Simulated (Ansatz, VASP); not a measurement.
## One calculation of Ge2P, two programs

Contents of INCAR:

```
ALGO = Normal
EDIFF = 1E-7
EDIFFG = -0.04
ENCUT = 600
GGA = PE
IBRION = 2
ISIF = 3
ISMEAR = 0
LASPH = T
LCHARG = F
LREAL = F
LWAVE = F
NELM = 60
NSW = 90
PREC = Accurate
SIGMA = 0.1
```

Contents of KPOINTS:

```
k-points
0
Gamma
  6 6 4
```

File POSCAR:

```
Ge2P
1.0
    3.8553132500      0.0000000000      0.0000000000
   -1.9276566200      3.3387992100      0.0000000000
    0.0000000000      0.0000000000      4.1637361900
Ge P
2 1
Direct
    0.3333333300      0.6666666700      0.5000000000
    0.6666666700      0.3333333300      0.5000000000
    0.0000000000      0.0000000000      0.0000000000
```

Input for Ansatz:

```yaml
crystal:
  lattice:
    - [3.85531325, 0.0, 0.0]
    - [-1.92765662, 3.33879921, 0.0]
    - [0.0, 0.0, 4.16373619]
  atoms:
    - { symbol: Ge, position: [0.33333333, 0.66666667, 0.5] }
    - { symbol: Ge, position: [0.66666667, 0.33333333, 0.5] }
    - { symbol: P, position: [0.0, 0.0, 0.0] }
basis:
  ecutwfc: 420
kpoints:
  mp_grid: { grid: [6, 6, 4] }
hamiltonian:
  xc: pbe
scf:
  occupations: { method: gaussian, width: 0.1 }
  lower_state_search: "off"
output:
  forces: true
  stress: true
  eigenvalues: true
relax:
  adjacent_minimum: "off"
  f_tol: 0.04
  max_steps: 70
  cell: { stress_tol: 0.4 }
```

Change from the starting cell: species swapped into the LuSi2 type (P6/mmm, No. 191).

Alike in both runs: task relaxation of cell and atoms; functional PBE; k mesh 6 × 6 × 4; occupations gaussian, width 0.1 eV; no spin polarisation.

```csv
,VASP,Ansatz
version,VASP 6.6.1,Ansatz 0.2.0
potentials or method,"VASP PAW PBE potentials, release 64 (Ge_d, P), cutoff 600 eV","scalar-relativistic, plane waves, PAW"
valence electrons in the cell,33,33
```

Ansatz gave:

| Property | Result |
| --- | --- |
| gap on the k mesh at the Fermi level, each at its own relaxed structure (eV) | none |
| relaxed volume (Å³/atom) | 18.12 |
| relaxed length of the cell vector where the two differ most in proportion (Å) | 3.019 |

**Question.** Which values does VASP return?

**Answer.** gap on the k mesh at the Fermi level, each at its own relaxed structure (eV): none; relaxed volume (Å³/atom): 18.06; relaxed length of the cell vector where the two differ most in proportion (Å): 3.013.

A gap of «none» marks a metal or a gap that the smearing closes.

The k mesh is coarse, so the values compare programs but aren't converged.
